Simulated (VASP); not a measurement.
# C in VASP: notebook, part 2 of 2

VASP 6.6.1.

### 6 Single point, LDA

This run uses another cell than the first one, of 22.71 Å³/atom, 1.085 times its volume.

Contents of INCAR:

```
SYSTEM = C
PREC = Accurate
ENCUT = 600
EDIFF = 1E-6
ISMEAR = -1
SIGMA = 0.15
LREAL = .False.
LASPH = .True.
NELM = 120
ALGO = Normal
ISIF = 2
LWAVE = .False.
LCHARG = .False.
NBANDS = 11
GGA_COMPAT = .False.
```

Contents of KPOINTS:

```
regular mesh
0
Gamma
  11 11 3
  0 0 0
```

Contents of POSCAR:

```
C
1.0
    2.4724365005      0.0000000000      0.0000000000
   -1.2362182503      2.1411932052      0.0000000000
    0.0000000000      0.0000000000      8.5802536716
C
2
Direct
    0.3333333333      0.6666666667      0.0000000000
    0.6666666667      0.3333333333      0.0000000000
```

Potentials or basis: VASP PAW LDA potentials, release 64 (C).

Command:

```bash
$ cat potpaw_LDA.64/C/POTCAR > POTCAR
$ mpirun -np 1 vasp_std > vasp.out
```

OUTCAR:

```text
SYSTEM = C
   PREC = Accurate
   ENCUT = 600
   EDIFF = 1E-6
   ISMEAR = -1
   LREAL = .False.
   LASPH = .True.
   NELM = 120
   ISIF = 2

 ion  position               nearest neighbor table
   1  0.333  0.667  0.000-   2 1.43   2 1.43   2 1.43
   2  0.667  0.333  0.000-   1 1.43   1 1.43   1 1.43

  LATTYP: Found a hexagonal cell.
 ALAT       =     2.4724365005
 C/A-ratio  =     3.4703636149

  Lattice vectors:

 A1 = (   2.4724365005,   0.0000000000,   0.0000000000)
 A2 = (  -1.2362182503,   2.1411932052,   0.0000000000)
 A3 = (   0.0000000000,   0.0000000000,   8.5802536716)

Analysis of symmetry for initial positions (statically):
=====================================================================
 Subroutine PRICEL returns:
 Original cell was already a primitive cell.

 Routine SETGRP: Setting up the symmetry group for a
 hexagonal supercell.

 Subroutine GETGRP returns: Found 24 space group operations
 (whereof 24 operations were pure point group operations)
 out of a pool of 24 trial point group operations.

The static configuration has the point symmetry D_6h.

Analysis of symmetry for dynamics (positions and initial velocities):
=====================================================================
 Subroutine PRICEL returns:
 Original cell was already a primitive cell.

 Routine SETGRP: Setting up the symmetry group for a
 hexagonal supercell.

 Subroutine GETGRP returns: Found 24 space group operations
 (whereof 24 operations were pure point group operations)
 out of a pool of 24 trial point group operations.

The dynamic configuration has the point symmetry D_6h.

 Subroutine INISYM returns: Found 24 space group operations
 (whereof 24 operations are pure point group operations),
 and found     1 'primitive' translations
[... 117 lines left out ...]
  Fermi-wavevector in a.u.,A,eV,Ry     =   0.917652  1.734110 11.457252  0.842084
  Thomas-Fermi vector in A             =   2.042644
   LORBIT       =      0    0 simple, 1 ext, 2 COOP (PROOUT), +10 PAW based schemes
   GGA     = CA    functional components
   LHFCALC =     F    Hartree Fock is set to
   AEXX    =    0.0000 exact exchange contribution
   IVDW    =     0    specifies the selected vdW correction
   LEPSILON=     F    determine dielectric tensor
   LRPA    =     F    only Hartree local field effects (RPA)
 non-spin polarized calculation
  energy-cutoff  :      600.00
  volume of cell :       45.42
 maximum number of plane-waves:      1545
 NGX is ok and might be reduce to    20
   NGX =  9   NGY =  9   NGZ = 35

 number of electron       8.0000000 magnetization

 Free energy of the ion-electron system (eV)
  ---------------------------------------------------
  ext. energy  EPLUGINS =         0.00000000
  ---------------------------------------------------
  free energy    TOTEN  =       -20.16895683 eV

  energy without entropy =      -20.16770935  energy(sigma->0) =      -20.16833309

 E-fermi :  -1.0190     XC(G=0):  -5.0672

 val. band max:       -1.7622187664   @ k =   0.3636   0.2727   0.0000
 cond. band min:      -0.2749388274   @ k =   0.3636   0.2727   0.3333
 fundamental gap:      1.4872799390
 Fermi energy:        -1.0189626618

 k-point     1 :       0.0000    0.0000    0.0000
  band No.  band energies     occupation
      1     -20.2356      2.00000
      2      -8.5855      2.00000
      3      -4.0404      2.00000
      4      -4.0404      2.00000
      5       2.1973      0.00000
      6       4.5086      0.00000
      7       6.1001      0.00000
      8       7.2048      0.00000
      9       7.2048      0.00000
     10      10.2288      0.00000
     11      11.6089      0.00000
[... 309 lines left out ...]
 k-point    24 :       0.1818    0.0909    0.3333
  band No.  band energies     occupation
      1     -18.8930      2.00000
      2      -7.8081      2.00000
      3      -6.9883      2.00000
      4      -6.3243      2.00000
      5       4.3486      0.00000
      6       5.3436      0.00000
      7       6.4825      0.00000
      8       7.7905      0.00000
      9       9.2094      0.00000
     10      10.6686      0.00000
     11      12.4732      0.00000

 [... further k-points ...]

------------------------ aborting loop because EDIFF is reached ----------------------------------------

  FORCE on cell =-STRESS in cart. coord.  units (eV):
  Direction    XX          YY          ZZ          XY          YZ          ZX
  --------------------------------------------------------------------------------------
  -------------------------------------------------------------------------------------
  Total       -1.4722332     -1.4722338     -0.0421360      0.0000000      0.0000000     -0.0000000
  in kB      -51.9285347    -51.9285534     -1.4862183      0.0000000      0.0000000     -0.0000000
  external PRESSURE =     -35.1144355 kB  Pullay stress =       0.0000000 kB

 VOLUME and BASIS-vectors are now :
 -----------------------------------------------------------------------------
  energy-cutoff  :      600.00
  volume of cell :       45.42
      direct lattice vectors                 reciprocal lattice vectors
     2.472436501  0.000000000  0.000000000     0.404459326  0.233514658  0.000000000
    -1.236218250  2.141193205  0.000000000     0.000000000  0.467029317  0.000000000
     0.000000000  0.000000000  8.580253672     0.000000000  0.000000000  0.116546671

 POSITION                                       TOTAL-FORCE (eV/Angst)
 -----------------------------------------------------------------------------------
     -0.00000      1.42746      0.00000        -0.000000      0.000000     -0.000000
      1.23622      0.71373      0.00000         0.000000     -0.000000      0.000000
 -----------------------------------------------------------------------------------
    total drift:                                0.000000     -0.000000     -0.000000

  FREE ENERGIE OF THE ION-ELECTRON SYSTEM (eV)
  ---------------------------------------------------
  free  energy   TOTEN  =       -20.1689568285 eV

  energy  without entropy=      -20.1677093502  energy(sigma->0) =      -20.16833309
```

Run time: 19 s. Hardware: 1 thread of Intel Xeon 6975P-C, shared host; peak memory 0.15 GiB.

Results:

| Quantity | Value |
| --- | --- |
| Free energy | -20.1690 eV |
| Band gap on the k mesh | 1.49 eV, direct |

### 7 The runs side by side

```tsv
cell	gap on the mesh (eV)
a = 2.406, b = 2.406, c = 8.350 Å, angles 90.0, 90.0, 120.0°, 2 atoms	1.59
a = 2.423, b = 2.423, c = 8.409 Å, angles 90.0, 90.0, 120.0°, 2 atoms	1.56
a = 2.440, b = 2.440, c = 8.467 Å, angles 90.0, 90.0, 120.0°, 2 atoms	1.54
a = 2.456, b = 2.456, c = 8.524 Å, angles 90.0, 90.0, 120.0°, 2 atoms	1.51
a = 2.472, b = 2.472, c = 8.580 Å, angles 90.0, 90.0, 120.0°, 2 atoms	1.49
```

Alike in all rows: task single point; level LDA; potentials or basis VASP PAW LDA potentials, release 64 (C); no spin polarisation; k mesh 11 × 11 × 3; cutoff (eV) 600; smearing fermi-dirac 0.15 eV.

Absolute energies hang on the potentials; compare differences alone.
